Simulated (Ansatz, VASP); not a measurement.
**Two plane-wave programs on Ru**

INCAR

```
SYSTEM = Ru
  PREC = Accurate
  ENCUT = 520
  EDIFF = 1E-7
  ISMEAR = -1
  SIGMA = 0.05
  LREAL = .FALSE.
  LASPH = .TRUE.
  NELM = 80
  ALGO = Normal
  ISIF = 2
  LWAVE = .FALSE.
  LCHARG = .FALSE.
  GGA = PE
  NBANDS = 21
```

Contents of KPOINTS:

```
Automatic mesh
0
G
  12 12 7
  0 0 0
```

File POSCAR:

```
Ru
1.0
    2.8099701082      0.0000000000      0.0000000000
   -1.4049850541      2.4335059778      0.0000000000
    0.0000000000      0.0000000000      4.4467480989
Ru
2
Direct
    0.3333333333      0.6666666667      0.2500000000
    0.6666666667      0.3333333333      0.7500000000
```

Input for Ansatz:

```yaml
crystal:
  lattice:
    - [2.8099701081577435, 0.0, 0.0]
    - [-1.4049850540788718, 2.4335059777829753, 0.0]
    - [0.0, 0.0, 4.446748098943249]
  atoms:
    - { symbol: Ru, position: [0.3333333333333333, 0.6666666666666666, 0.25] }
    - { symbol: Ru, position: [0.6666666666666666, 0.3333333333333333, 0.75] }
basis:
  ecutwfc: 500.0
kpoints:
  mp_grid:
    grid: [12, 12, 7]
hamiltonian:
  xc: pbe
  pseudopotentials:
    kind: paw
scf:
  occupations:
    method: fermi_dirac
    width: 0.05
output:
  stress: true
```

Alike in both runs: task single point; functional PBE; k mesh 12 × 12 × 7; occupations fermi-dirac, width 0.05 eV; no spin polarisation.

```csv
,VASP,Ansatz
version,VASP 6.6.1,Ansatz 0.2.0
potentials or method,"VASP PAW PBE potentials, release 64 (Ru_pv), cutoff 520 eV","plane waves, PAW"
valence electrons in the cell,28,32
```

VASP gave:

* pressure (GPa): -24.5
* traceless stress, the component that is largest in VASP (GPa): -1.06

Which values does Ansatz return?

Pressure (GPa): -24.4; traceless stress, the component that is largest in VASP (GPa): -1.06.

VASP's potentials hold 28 valence electrons a cell and Ansatz's 32, so a difference there can come from the potentials and not from the codes.
